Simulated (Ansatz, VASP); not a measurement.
**TlZnBr3: VASP beside Ansatz**

File INCAR:

```
SYSTEM = TlZnBr3
PREC     = Accurate       ! precision mode
ENCUT    = 520            ! plane-wave cutoff, eV
EDIFF    = 1E-6           ! SCF threshold, eV
ISMEAR   = -1             ! smearing method
SIGMA    = 0.02           ! smearing width, eV
LREAL    = .False.        ! projectors in reciprocal space
LASPH    = .True.         ! aspherical terms in the spheres
NELM     = 60             ! most SCF steps
ALGO     = Normal         ! electronic algorithm
ISIF     = 2              ! what is computed and relaxed
LWAVE    = .False.        ! write WAVECAR
LCHARG   = .False.        ! write CHGCAR
GGA      = PE             ! functional
NBANDS   = 31             ! bands
```

KPOINTS

```
Automatic mesh
0
Gamma
  6 6 6
  0 0 0
```

The input POSCAR:

```
TlZnBr3
1.0
    5.2004327463      0.0520043275      0.0000000000
    0.0520043275      5.2004327463      0.0000000000
    0.0000000000      0.0000000000      5.2004327463
Tl Zn Br
1 1 3
Direct
    0.0000000000      0.0000000000      0.0000000000
    0.5000000000      0.5000000000      0.5000000000
    0.5000000000      0.5000000000      0.0000000000
    0.5000000000      0.0000000000      0.5000000000
    0.0000000000      0.5000000000      0.5000000000
```

Input for Ansatz:

```yaml
crystal:
  lattice:
    - [5.2004327463, 0.0520043275, 0.0]
    - [0.0520043275, 5.2004327463, 0.0]
    - [0.0, 0.0, 5.2004327463]
  atoms:
    - { symbol: Tl, position: [0.0, 0.0, 0.0] }
    - { symbol: Zn, position: [0.5, 0.5, 0.5] }
    - { symbol: Br, position: [0.5, 0.5, 0.0] }
    - { symbol: Br, position: [0.5, 0.0, 0.5] }
    - { symbol: Br, position: [0.0, 0.5, 0.5] }
kpoints:
  mp_grid: { grid: [6, 6, 6] }
  band_path:
    path: [[0.0, 0.0, 0.0], [0.0, 0.5, 0.0], [0.5, 0.5, 0.0], [0.5, 0.5, 0.5]]
    npoints: 1
hamiltonian:
  xc: pbe
scf:
  occupations: { method: fermi_dirac, width: 0.02 }
  n_extra_bands: 5
output:
  forces: true
  stress: true
  eigenvalues: true
```

Change from the starting cell: shear_xy strain +2.0%.

Alike in both runs: task single point; functional PBE; k mesh 6 × 6 × 6; occupations fermi-dirac, width 0.02 eV; no spin polarisation.

```csv
,VASP,Ansatz
version,VASP 6.6.1,Ansatz 0.2.0
potentials or method,"VASP PAW PBE potentials, release 64 (Tl_d, Zn, Br)","plane waves, PAW"
plane-wave cutoff (eV),520,420
valence electrons in the cell,46,46
```

|  | VASP | Ansatz | Ansatz less VASP |
| --- | --- | --- | --- |
| pressure (GPa) | 1.3 | 1.3 | -0.03 |
| traceless stress, the component that is largest in VASP (GPa) | -0.34 | -0.34 | -0.002 |

Neither program's run includes spin-orbit coupling.
